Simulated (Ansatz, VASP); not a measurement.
## One calculation of Nb, two programs

INCAR

```
ALGO = Normal ; EDIFF = 1E-6
ENCUT = 520 ; GGA = PE
ISIF = 2 ; ISMEAR = -1
LASPH = T ; LCHARG = T
LELF = T ; LREAL = F
LVHAR = T ; LWAVE = F
NBANDS = 12 ; NELM = 100
PREC = Accurate ; SIGMA = 0.08
```

KPOINTS

```
k-points
0
Gamma
  13 13 13
```

The input POSCAR:

```
Nb
1.0
    0.0000000000      2.0718246199      2.0718246199
    2.0718246199      0.0000000000      2.0718246199
    2.0718246199      2.0718246199      0.0000000000
Nb
1
Direct
    0.0000000000      0.0000000000      0.0000000000
```

Input for Ansatz:

```yaml
crystal:
  lattice:
    - [0.0, 2.0718246199, 2.0718246199]
    - [2.0718246199, 0.0, 2.0718246199]
    - [2.0718246199, 2.0718246199, 0.0]
  atoms:
    - { symbol: Nb, position: [0.0, 0.0, 0.0] }
kpoints:
  mp_grid: { grid: [13, 13, 13] }
  band_path:
    path:
      - [0.0, 0.0, 0.0]
      - [0.5, 0.0, 0.5]
      - [0.625, 0.25, 0.625]
      - [0.375, 0.375, 0.75]
      - [0.0, 0.0, 0.0]
      - [0.5, 0.5, 0.5]
      - [0.5, 0.25, 0.75]
      - [0.5, 0.0, 0.5]
    npoints: 5
scf:
  occupations: { method: fermi_dirac, width: 0.08 }
hamiltonian:
  xc: pbe
  pseudopotentials: { kind: all_electron, lapw: { basis_error: 0.00025 } }
output:
  forces: true
  stress: true
  eigenvalues: true
```

Change from the starting cell: volume scaled by 0.94.

Alike in both runs: task single point; functional PBE; k mesh 13 × 13 × 13; occupations fermi-dirac, width 0.08 eV; no spin polarisation.

|  | VASP | Ansatz |
| --- | --- | --- |
| version | VASP 6.6.1 | Ansatz 0.2.0 |
| potentials or method | VASP PAW PBE potentials, release 64 (Nb_sv), cutoff 520 eV | all-electron LAPW, scalar-relativistic |

VASP gave:

| Quantity | Value |
| --- | --- |
| pressure (GPa) | 9.7 |

Task: Which values does Ansatz return?

Result: Pressure (GPa): 10.0.

Ansatz ran all-electron here, and VASP with PAW potentials.
